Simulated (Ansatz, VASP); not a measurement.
# TiAl2 in VASP and in Ansatz

```
CELL_PARAMETERS angstrom
1.93982 -5.99812 0.00000
1.93982 5.99812 0.00000
0.00000 0.00000 4.05449
ATOMIC_POSITIONS crystal
Ti 0.65606 0.34394 0.00000
Ti 0.34394 0.65606 0.00000
Al 0.00000 0.00000 0.00000
Al 0.82698 0.17302 0.50000
Al 0.17302 0.82698 0.50000
Al 0.50000 0.50000 0.50000
```

Change from the starting cell: volume 15.725 Å^3 an atom, stretch along c over the lengths across it, relative to the relaxed cell 1.0271.

Alike in both runs: task single point; functional LDA; k mesh 12 × 12 × 12; occupations gaussian, width 0.15 eV; no spin polarisation.

```csv
,VASP,Ansatz
version,VASP 6.6.1,Ansatz 0.2.0
potentials or method,"VASP PAW LDA potentials, release 64 (Ti_sv, Al), cutoff 520 eV","scalar-relativistic, plane waves, PAW"
valence electrons in the cell,36,36
```

|  | VASP | Ansatz | Ansatz less VASP |
| --- | --- | --- | --- |
| gap on the k mesh at the Fermi level (eV) | none | none | - |
| pressure (GPa) | -4.1 | -4.3 | -0.18 |
| traceless stress, the component that is largest in VASP (GPa) | -2.34 | -2.33 | +0.013 |
| rms of the force components (eV/Å) | 0.021 | 0.021 | -0.0001 |

Ansatz warns that its potentials were made for another functional, while VASP's fit it. LDA's correlation is that of Perdew and Zunger in VASP and of Perdew and Wang (1992) in Ansatz. Atom by atom the forces differ by 0.002 eV/Å (rms over components). A gap of «none» marks a metal or a gap that the smearing closes.
